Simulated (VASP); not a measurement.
# MnO (Fm-3m) in VASP: a series of runs

The runs below take MnO through single point, relaxation of cell and atoms, with PBEsol.

Program: VASP 6.6.1. These are calculated values, not measurements. Logs are shortened: lines on timing, memory, paths and dates and some standing lists are left out, and cuts for length are marked.

## (1) The cell of the first run

Symmetry: Fm-3m, No. 225, cubic system. The conventional cell has a = 4.327 Å, b = 4.327 Å, c = 4.327 Å, α = 90.00°, β = 90.00°, γ = 90.00°. Mn (site symmetry m-3m) has 6 O at 2.16 Å within 2.9 Å. O (site symmetry m-3m) has 6 Mn at 2.16 Å within 2.9 Å.

## (2) Single point, PBEsol, collinear spin, ferromagnetic start

Input file INCAR:

```
ALGO = Normal
EDIFF = 1E-7
ENCUT = 520
GGA = PS
ISIF = 2
ISMEAR = -1
ISPIN = 2
LASPH = True
LCHARG = False
LMAXMIX = 4
LORBIT = 11
LREAL = False
LWAVE = False
MAGMOM = 4 0
NBANDS = 20
NELM = 150
PREC = Accurate
SIGMA = 0.05
```

Input file KPOINTS:

```
k-points
0
Gamma
  10 10 10
```

Input file POSCAR:

```
MnO
1.0
    0.0000000000      2.1634105718      2.1634105718
    2.1634105718      0.0000000000      2.1634105718
    2.1634105718      2.1634105718      0.0000000000
Mn O
1 1
Direct
    0.0000000000      0.0000000000      0.0000000000
    0.5000000000      0.5000000000      0.5000000000
```

Potentials or basis: VASP PAW PBE potentials, release 64 (Mn_pv, O).

The run is started by

```console
> cat potpaw_PBE.64/Mn_pv/POTCAR potpaw_PBE.64/O/POTCAR > POTCAR
> mpirun -np 1 vasp_std > vasp.out
```

OUTCAR:

```text
EDIFF = 1E-7
   ENCUT = 520
   GGA = PS
   ISIF = 2
   ISMEAR = -1
   ISPIN = 2
   LASPH = True
   LORBIT = 11
   LREAL = False
   NELM = 150
   PREC = Accurate

 ion  position               nearest neighbor table
   1  0.000  0.000  0.000-   2 2.16   2 2.16   2 2.16   2 2.16   2 2.16   2 2.16
   2  0.500  0.500  0.500-   1 2.16   1 2.16   1 2.16   1 2.16   1 2.16   1 2.16

  LATTYP: Found a face centered cubic cell.
 ALAT       =     4.3268211436

  Lattice vectors:

 A1 = (   0.0000000000,   2.1634105718,   2.1634105718)
 A2 = (   2.1634105718,   0.0000000000,   2.1634105718)
 A3 = (   2.1634105718,   2.1634105718,   0.0000000000)

Analysis of symmetry for initial positions (statically):
=====================================================================
 Subroutine PRICEL returns:
 Original cell was already a primitive cell.

 Routine SETGRP: Setting up the symmetry group for a
 face centered cubic supercell.

 Subroutine GETGRP returns: Found 48 space group operations
 (whereof 48 operations were pure point group operations)
 out of a pool of 48 trial point group operations.

The static configuration has the point symmetry O_h .

Analysis of symmetry for dynamics (positions and initial velocities):
=====================================================================
 Subroutine PRICEL returns:
 Original cell was already a primitive cell.

 Routine SETGRP: Setting up the symmetry group for a
 face centered cubic supercell.

 Subroutine GETGRP returns: Found 48 space group operations
 (whereof 48 operations were pure point group operations)
 out of a pool of 48 trial point group operations.

The dynamic configuration has the point symmetry O_h .

Analysis of structural, dynamic, and magnetic symmetry:
=====================================================================
 Subroutine PRICEL returns:
 Original cell was already a primitive cell.

 Routine SETGRP: Setting up the symmetry group for a
 face centered cubic supercell.

 Subroutine GETGRP returns: Found 48 space group operations
 (whereof 48 operations were pure point group operations)
 out of a pool of 48 trial point group operations.

The overall configuration has the point symmetry O_h .

 Subroutine INISYM returns: Found 48 space group operations
 (whereof 48 operations are pure point group operations),
 and found     1 'primitive' translations

----------------------------------------------------------------------------------------

                                     Primitive cell

  volume of cell :      20.2510

  direct lattice vectors                    reciprocal lattice vectors
     0.000000000  2.163410572  2.163410572    -0.231116556  0.231116556  0.231116556
     2.163410572  0.000000000  2.163410572     0.231116556 -0.231116556  0.231116556
     2.163410572  2.163410572  0.000000000     0.231116556  0.231116556 -0.231116556

  length of vectors
     3.059524572  3.059524572  3.059524572     0.400305617  0.400305617  0.400305617

  position of ions in fractional coordinates (direct lattice)
     0.000000000  0.000000000  0.000000000
     0.500000000  0.500000000  0.500000000

  ion indices of the primitive-cell ions
   primitive index   ion index
                 1           1
                 2           2

----------------------------------------------------------------------------------------

 KPOINTS: k-points

Automatic generation of k-mesh.
 Grid dimensions read from file:
 generate k-points for:   10   10   10

 Generating k-lattice:

  Cartesian coordinates                     Fractional coordinates (reciprocal lattice)
    -0.023111656  0.023111656  0.023111656     0.100000000  0.000000000  0.000000000
     0.023111656 -0.023111656  0.023111656     0.000000000  0.100000000  0.000000000
     0.023111656  0.023111656 -0.023111656     0.000000000  0.000000000  0.100000000

  Length of vectors
     0.040030562  0.040030562  0.040030562

  Shift w.r.t. Gamma in fractional coordinates (k-lattice)
     0.000000000  0.000000000  0.000000000

 Subroutine IBZKPT returns following result:
 ===========================================

 Found     47 irreducible k-points:

 Following reciprocal coordinates:
            Coordinates               Weight
  0.000000  0.000000  0.000000      1.000000
  0.100000  0.000000  0.000000      8.000000
  0.200000  0.000000  0.000000      8.000000
  0.300000  0.000000  0.000000      8.000000
  0.400000  0.000000  0.000000      8.000000
  0.500000  0.000000  0.000000      4.000000
[... 16 lines left out ...]
  0.300000  0.300000  0.000000      6.000000
  0.400000  0.300000  0.000000     24.000000
 [... further k-points ...]
   k-points           NKPTS =     47   k-points in BZ     NKDIM =     47   number of bands    NBANDS=     20
   number of dos      NEDOS =    301   number of ions     NIONS =      2
   total plane-waves  NPLWV =  13824
   dimension x,y,z NGX =    24 NGY =   24 NGZ =   24
   dimension x,y,z NGXF=    48 NGYF=   48 NGZF=   48
   ions per type =               1   1
   NGX,Y,Z   is equivalent  to a cutoff of  13.04, 13.04, 13.04 a.u.
   NGXF,Y,Z  is equivalent  to a cutoff of  26.08, 26.08, 26.08 a.u.
 SYSTEM =  unknown system
   PREC   = accura    normal or accurate (medium, high low for compatibility)
   ISTART =      0    job   : 0-new  1-cont  2-samecut
   ICHARG =      2    charge: 1-file 2-atom 10-const
   ISPIN  =      2    spin polarized calculation?
   LNONCOLLINEAR =      F non collinear calculations
   LSORBIT =      F    spin-orbit coupling
   LASPH  =      T    aspherical Exc in radial PAW
   ENCUT  =  520.0 eV  38.22 Ry    6.18 a.u.   5.69  5.69  5.69*2*pi/ulx,y,z
   NELM   =    150;   NELMIN=  2; NELMDL= -5     # of ELM steps
   EDIFF  = 0.1E-06   stopping-criterion for ELM
   LREAL  =      F    real-space projection
   EDIFFG = 0.1E-05   stopping-criterion for IOM
   NSW    =      0    number of steps for IOM
   IBRION =     -1    ionic relax: 0-MD 1-quasi-New 2-CG
   NFREE  =      0    steps in history (QN), initial steepest desc. (CG)
   ISIF   =      2    stress and relaxation
   ISYM   =      2    0-nonsym 1-usesym 2-fastsym
   POTIM  = 0.5000    time-step for ionic-motion
   TEBEG  =    0.0;   TEEND  =   0.0 temperature during run
   PSTRESS=    0.0 pullay stress
   NELECT =      19.0000    total number of electrons
   NUPDOWN=      -1.0000    fix difference up-down
   EMIN   =  10.00;   EMAX   =-10.00  energy-range for DOS
   EFERMI =   0.00;   METHOD = LEGACY
   ISMEAR =    -1;   SIGMA  =   0.05  broadening in eV -4-tet -1-fermi 0-gaus
   EFERMI_NEDOS =   21; number of points for ismear=-14 and -15
   IALGO  =     38    algorithm
   IMIX   =      4    mixing-type and parameters
     AMIX     =   0.40;   BMIX     =  1.00
     AMIX_MAG =   1.60;   BMIX_MAG =  1.00
  volume/ion in A,a.u.               =      10.13        68.33
  Fermi-wavevector in a.u.,A,eV,Ry     =   1.602669  3.028605 34.947202  2.568547
  Thomas-Fermi vector in A             =   2.699453
   LORBIT       =     11    0 simple, 1 ext, 2 COOP (PROOUT), +10 PAW based schemes
   GGA     = PS    functional components
   LHFCALC =     F    Hartree Fock is set to
   AEXX    =    0.0000 exact exchange contribution
   IVDW    =     0    specifies the selected vdW correction
   LEPSILON=     F    determine dielectric tensor
   LRPA    =     F    only Hartree local field effects (RPA)
 spin polarized calculation
  energy-cutoff  :      520.00
  volume of cell :       20.25
 maximum number of plane-waves:       556
   NGX = 11   NGY = 11   NGZ = 11

 number of electron      19.0000009 magnetization       4.4463168

 Free energy of the ion-electron system (eV)
  ---------------------------------------------------
  ext. energy  EPLUGINS =         0.00000000
  ---------------------------------------------------
  free energy    TOTEN  =       -17.25282524 eV

  energy without entropy =      -17.24296156  energy(sigma->0) =      -17.24789340

 E-fermi :   8.4783     XC(G=0): -12.5913

 val. band max:        8.4430272336   @ k =   0.4000   0.2000   0.0000
 cond. band min:       8.5047440966   @ k =   0.5000   0.3000   0.1000
 fundamental gap:      0.0617168630
 Fermi energy:         8.4782626310

 spin component 1

 k-point     1 :       0.0000    0.0000    0.0000
  band No.  band energies     occupation
      1     -41.7065      1.00000
      2     -41.7065      1.00000
      3     -41.7065      1.00000
      4     -12.5490      1.00000
      5       4.2303      1.00000
      6       4.2303      1.00000
[... 12 lines left out ...]
     19      29.5675      0.00000
     20      29.5675      0.00000
[... 507 lines left out ...]
 k-point    24 :       0.4000    0.3000    0.0000
  band No.  band energies     occupation
      1     -41.7743      1.00000
      2     -41.7349      1.00000
      3     -41.7322      1.00000
      4     -11.5725      1.00000
      5       0.5663      1.00000
      6       2.6257      1.00000
[... 12 lines left out ...]
     19      34.4732      0.00000
     20      35.9292      0.00000

 [... further k-points ...]

 spin component 2

 k-point     1 :       0.0000    0.0000    0.0000
  band No.  band energies     occupation
      1     -37.3617      1.00000
      2     -37.3617      1.00000
      3     -37.3617      1.00000
      4     -12.1123      1.00000
      5       4.6178      1.00000
      6       4.6178      1.00000
[... 12 lines left out ...]
     19      31.6873      0.00000
     20      31.6873      0.00000
[... 507 lines left out ...]
 k-point    24 :       0.4000    0.3000    0.0000
  band No.  band energies     occupation
      1     -37.4456      1.00000
      2     -37.3963      1.00000
      3     -37.3930      1.00000
      4     -11.1566      1.00000
      5       1.3204      1.00000
      6       3.3668      1.00000
[... 12 lines left out ...]
     19      35.4961      0.00000
     20      36.9080      0.00000

 [... further k-points ...]

------------------------ aborting loop because EDIFF is reached ----------------------------------------

  FORCE on cell =-STRESS in cart. coord.  units (eV):
  Direction    XX          YY          ZZ          XY          YZ          ZX
  --------------------------------------------------------------------------------------
  -------------------------------------------------------------------------------------
  Total        0.0568911      0.0568911      0.0568911     -0.0000000      0.0000000      0.0000000
  in kB        4.5009899      4.5009899      4.5009899     -0.0000000      0.0000000      0.0000000
  external PRESSURE =       4.5009899 kB  Pullay stress =       0.0000000 kB

 VOLUME and BASIS-vectors are now :
 -----------------------------------------------------------------------------
  energy-cutoff  :      520.00
  volume of cell :       20.25
      direct lattice vectors                 reciprocal lattice vectors
     0.000000000  2.163410572  2.163410572    -0.231116556  0.231116556  0.231116556
     2.163410572  0.000000000  2.163410572     0.231116556 -0.231116556  0.231116556
     2.163410572  2.163410572  0.000000000     0.231116556  0.231116556 -0.231116556

 POSITION                                       TOTAL-FORCE (eV/Angst)
 -----------------------------------------------------------------------------------
      0.00000      0.00000      0.00000        -0.000000      0.000000     -0.000000
      2.16341      2.16341      2.16341         0.000000     -0.000000      0.000000
 -----------------------------------------------------------------------------------
    total drift:                                0.000000     -0.000000     -0.000000

  FREE ENERGIE OF THE ION-ELECTRON SYSTEM (eV)
  ---------------------------------------------------
  free  energy   TOTEN  =       -17.2528252377 eV

  energy  without entropy=      -17.2429615572  energy(sigma->0) =      -17.24789340

 total charge

# of ion       s       p       d       tot
------------------------------------------
    1        0.219   6.207   5.029  11.455
    2        1.558   3.417   0.000   4.975
--------------------------------------------------
tot          1.777   9.624   5.029  16.431

 magnetization (x)

# of ion       s       p       d       tot
------------------------------------------
    1        0.032   0.026   4.016   4.074
    2        0.031   0.141   0.000   0.173
--------------------------------------------------
tot          0.063   0.167   4.016   4.246
```

Wall time 35 s (1 thread of Intel Xeon 8259CL, shared host); peak memory 0.16 GiB.

What came out:

- Free energy: -17.2528 eV
- Pressure: 0.5 GPa
- Net moment: 4.45 μB per cell
- Site moments: Mn +4.07; O +0.17 μB
- Valence electrons inside the program's atomic spheres: Mn 11.46; O 4.97

Caveat: the PAW data sets were made with another functional, which shifts forces and pressure a little; a cell with one magnetic atom can't hold antiferromagnetic order, which such compounds often take; semilocal functionals often make such compounds metallic where correlation or magnetic order opens a gap, which also shifts bond lengths. With open d or f shells a metallic result of PBEsol can be an artefact of self-interaction; +U or a hybrid may open a gap.

## (3) Relaxation of cell and atoms, PBEsol, collinear spin, ferromagnetic start

This run uses another cell than the first one, of 11.00 Å³/atom.

Input file INCAR:

```
PREC = Accurate
ENCUT = 600
EDIFF = 1E-6
ISMEAR = -1
SIGMA = 0.05
LREAL = False
LASPH = True
NELM = 150
ALGO = Normal
ISIF = 3
LWAVE = False
LCHARG = False
ISPIN = 2
MAGMOM = 4 0
LORBIT = 11
LMAXMIX = 4
GGA = PS
IBRION = 2
NSW = 80
EDIFFG = -0.01
```

Input file KPOINTS:

```
regular mesh
0
Gamma
  10 10 10
```

Input file POSCAR:

```
MnO
1.0
    0.0000000000      2.2239077028      2.2239077028
    2.2239077028      0.0000000000      2.2239077028
    2.2239077028      2.2239077028      0.0000000000
Mn O
1 1
Direct
    0.0000000000      0.0000000000      0.0000000000
    0.5000000000      0.5000000000      0.5000000000
```

Potentials or basis: VASP PAW PBE potentials, release 64 (Mn_pv, O).

The run is started by

```console
> cat potpaw_PBE.64/Mn_pv/POTCAR potpaw_PBE.64/O/POTCAR > POTCAR
> mpirun -np 1 vasp_std > vasp.out
```

Wall time 2.4 min (1 thread of Intel Xeon 8259CL, shared host); peak memory 0.2 GiB.

The run converged. Its results:

```yaml
Free_energy: -17.2591 eV
Relaxed_volume: 10.15 Å³/atom
Relaxed_cell: a = 3.062 Å, b = 3.062 Å, c = 3.062 Å, α = 60.00°, β = 60.00°, γ = 60.00°
Space_group_after_relaxing_to_0.1_Å: Fm-3m (No. 225)
Energy_gained_by_relaxing: 20.5 meV/atom
Ionic_steps: 3
Pressure_after_relaxing: -0.1 GPa
Net_moment: 4.46 μB per cell
Site_moments: Mn +4.08; O +0.17 μB
Valence_electrons_inside_the_program's_atomic_spheres: Mn 11.45; O 4.97
```

The path:
```tsv
step	energy change (eV)	largest force (eV/Å)	pressure (GPa)	volume (Å³)
1	0.0000	0.0000	-7.10	22.00
2	-0.0404	0.0000	-0.98	20.48
3	-0.0410	0.0000	-0.06	20.30
```

Final structure:
```
Mn O
1.0
     0.00000    2.16507    2.16507
     2.16507    0.00000    2.16507
     2.16507    2.16507    0.00000
Mn O
1 1
Direct
  0.00000 0.00000 0.00000
  0.50000 0.50000 0.50000
```

Levels at points of the mesh, in eV from the Fermi level:
Spin up:
| k point | band 10 | band 11 | band 12 | band 13 | band 14 | band 15 |
| --- | --- | --- | --- | --- | --- | --- |
| (0.00, 0.00, 0.00) | -3.32 | -2.74 | -2.74 | -0.26 | 14.00 | 16.83 |
| (0.50, 0.00, 0.00) | -1.81 | 0.41 | 0.41 | 3.49 | 8.31 | 12.25 |
| (0.50, 0.50, 0.00) | -1.94 | -1.94 | -1.74 | 5.47 | 8.11 | 10.72 |
Spin down:
```tsv
k point	band 4	band 5	band 6	band 7	band 8	band 9	band 10	band 11
(0.00, 0.00, 0.00)	-20.57	-3.85	-3.85	-3.85	0.33	0.33	0.33	0.91
(0.50, 0.00, 0.00)	-19.41	-8.22	-5.54	-5.54	1.71	1.74	1.74	3.65
(0.50, 0.50, 0.00)	-19.49	-7.15	-4.90	-4.90	-1.45	1.72	2.08	2.23
```

Caveat: the PAW data sets were made with another functional, which shifts forces and pressure a little; a cell with one magnetic atom can't hold antiferromagnetic order, which such compounds often take; semilocal functionals often make such compounds metallic where correlation or magnetic order opens a gap, which also shifts bond lengths. With open d or f shells a metallic result of PBEsol can be an artefact of self-interaction; +U or a hybrid may open a gap.

(Part 1 of 2 ends here.)
